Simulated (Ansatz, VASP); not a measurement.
LiF: VASP beside Ansatz

```xyz
2
Lattice="0.0000 2.0140 2.0140 2.0895 0.0000 2.0140 2.0895 2.0140 0.0000" Properties=species:S:1:pos:R:3 pbc="T T T"
Li    0.0000    0.0000    0.0000
F     2.0895    2.0140    2.0140
```

Change from the starting cell: strain +0.0375 x Voigt [1, 0, 0, 0, 0, 0], atoms carried along.

Alike in both runs: task single point; functional r2SCAN; k mesh 10 × 10 × 10; occupations gaussian, width 0.05 eV; no spin polarisation.

```csv
,VASP,Ansatz
version,VASP 6.6.1,Ansatz 0.2.0
potentials or method,"VASP PAW PBE potentials, release 64 (Li_sv, F), cutoff 520 eV","scalar-relativistic, plane waves, PAW"
valence electrons in the cell,10,10
```

```tsv
	VASP	Ansatz	Ansatz less VASP
gap on the k mesh at the Fermi level (eV)	9.86	9.67	-0.187
least direct gap on the mesh (eV)	9.86	9.67	-0.187
```

VASP's potentials were made for PBE, not for r2SCAN.

Noted on VASP's run: the cutoff is short for stress, so the pressure is rough.
